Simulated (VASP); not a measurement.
Wanted: the native input for a VASP 6.6.1 run.

- Task: single point
- Functional: PBEsol
- Potentials or basis: VASP PAW PBE potentials, release 64 (Sn_d, O)
- Cutoff: 520 eV
- k mesh: 8 × 8 × 8
- Occupations: gaussian, width 0.01 eV
- Spin: no spin polarisation
- Dipole correction: no
- Further INCAR settings: ALGO = Normal; EDIFF = 1e-06; NBANDS = 35

The structure of SnO2 lies in POSCAR:

```
SnO2
1.0
   -2.0000690000      2.0000690000      5.1236790000
    2.0000690000     -2.0000690000      5.1236790000
    2.0000690000      2.0000690000     -5.1236790000
Sn O
2 4
Direct
    0.7500000000      0.2500000000      0.5000000000
    0.0000000000      0.0000000000      0.0000000000
    0.7965230000      0.7965230000      0.0000000000
    0.9534770000      0.4534770000      0.5000000000
    0.2034770000      0.2034770000      0.0000000000
    0.5465230000      0.0465230000      0.5000000000
```

One way to write it, as run:

INCAR

```
SYSTEM = SnO2
  ALGO = Normal
  EDIFF = 1E-6
  ENCUT = 520
  GGA = PS
  ISIF = 2
  ISMEAR = 0
  LASPH = .TRUE.
  LCHARG = .FALSE.
  LREAL = .FALSE.
  LWAVE = .FALSE.
  NBANDS = 35
  NELM = 60
  PREC = Accurate
  SIGMA = 0.01
```

KPOINTS

```
k-points
0
G
  8 8 8
  0 0 0
```

Potentials or basis: VASP PAW PBE potentials, release 64 (Sn_d, O).

Command:

```bash
$ cat potpaw_PBE.64/Sn_d/POTCAR potpaw_PBE.64/O/POTCAR > POTCAR
$ mpirun -np 1 vasp_std > vasp.out
```

It gave:

The pressure is 1.3 GPa. The largest force is 0.056 eV/Å. The band gap on the k mesh is 1.56 eV (least direct gap 1.94 eV).

Caveat: the PAW data sets were made with another functional, which shifts forces and pressure a little; spin-orbit coupling is left out, which moves the levels of the heavy elements.

Run time: 7.1 min on 1 thread of Intel Xeon 8259CL (shared host), peak memory 0.39 GiB.
